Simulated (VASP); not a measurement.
A run of VASP 6.6.1 is set up as follows.

INCAR

```
ALGO     = Normal         # electronic algorithm
EDIFF    = 1E-7           # SCF threshold, eV
ENCUT    = 520            # plane-wave cutoff, eV
GGA      = PS             # functional
ISIF     = 2              # what is computed and relaxed
ISMEAR   = 0              # smearing method
LASPH    = T              # aspherical terms in the spheres
LCHARG   = F              # write CHGCAR
LREAL    = F              # projectors in reciprocal space
LWAVE    = F              # write WAVECAR
NBANDS   = 25             # bands
NELM     = 60             # most SCF steps
PREC     = Accurate       # precision mode
SIGMA    = 0.1            # smearing width, eV
```

File KPOINTS:

```
k-points
0
Gamma
  8 8 8
```

POSCAR

```
As2Se
1.0
   -3.5594330958      3.5594330958      2.6349900005
    3.5594330958     -3.5594330958      2.6349900005
    3.5594330958      3.5594330958     -2.6349900005
As Se
4 2
Direct
    0.8750000000      0.1250000000      0.7500000000
    0.3750000000      0.1250000000      0.2500000000
    0.8750000000      0.6250000000      0.7500000000
    0.8750000000      0.1250000000      0.2500000000
    0.5000000000      0.5000000000      0.0000000000
    0.2500000000      0.7500000000      0.5000000000
```

Potentials or basis: VASP PAW PBE potentials, release 64 (As, Se).

Launch:

```sh
$ cat potpaw_PBE.64/As/POTCAR potpaw_PBE.64/Se/POTCAR > POTCAR
$ mpirun -np 1 vasp_std > vasp.out
```

**Question.** What does it give for the band gap on the k mesh?

**Answer.** Zero (band 16 reaches 4.82 eV, above the bottom of band 17 at 4.38 eV).

**Question.** Predict the pressure.

**Answer.** -3.7 GPa.

Caveat: the PAW data sets were made with another functional, which shifts forces and pressure a little.
